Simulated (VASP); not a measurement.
## Cs2Cd: single point with PBE

Crystal: Cs2Cd.

```xyz
3
Lattice="0.0000 4.7836 4.7836 4.7836 0.0000 4.7836 4.7836 4.7836 0.0000" Properties=species:S:1:pos:R:3 pbc="T T T"
Cs    2.3918    2.3918    2.3918
Cs    7.1754    7.1754    7.1754
Cd    4.7836    4.7836    4.7836
```

| Item | Value |
| --- | --- |
| Program | VASP 6.6.1 |
| Task | single point |
| Functional | PBE |
| Potentials or basis | VASP PAW PBE potentials, release 64 (Cs_sv, Cd) |
| Cutoff | 520 eV |
| k mesh | 8 × 8 × 8 |
| Occupations | gaussian, width 0.1 eV |
| Spin | no spin polarisation |

The pressure is 0.0 GPa and the band gap on the k mesh is zero (band 15 reaches 1.04 eV, above the bottom of band 16 at 0.73 eV).

Levels at points of the mesh, in eV from the Fermi level:
```csv
k point,band 11,band 12,band 13,band 14,band 15,band 16,band 17,band 18,band 19,band 20
"(0.00, 0.00, 0.00)",-8.92,-8.92,-8.92,-3.77,0.28,0.28,0.28,0.92,1.67,1.67
"(0.50, 0.00, 0.00)",-8.93,-8.92,-8.92,-3.37,-0.44,0.71,0.71,2.10,2.15,2.15
"(0.50, 0.50, 0.00)",-8.93,-8.93,-8.92,-3.26,-0.62,0.74,0.99,0.99,1.60,2.17
```

Run time: 4.5 min on 1 thread of AMD EPYC 7571, on a shared host, peak memory 0.38 GiB.

Caveat: spin-orbit coupling is left out, which moves the levels of the heavy elements.
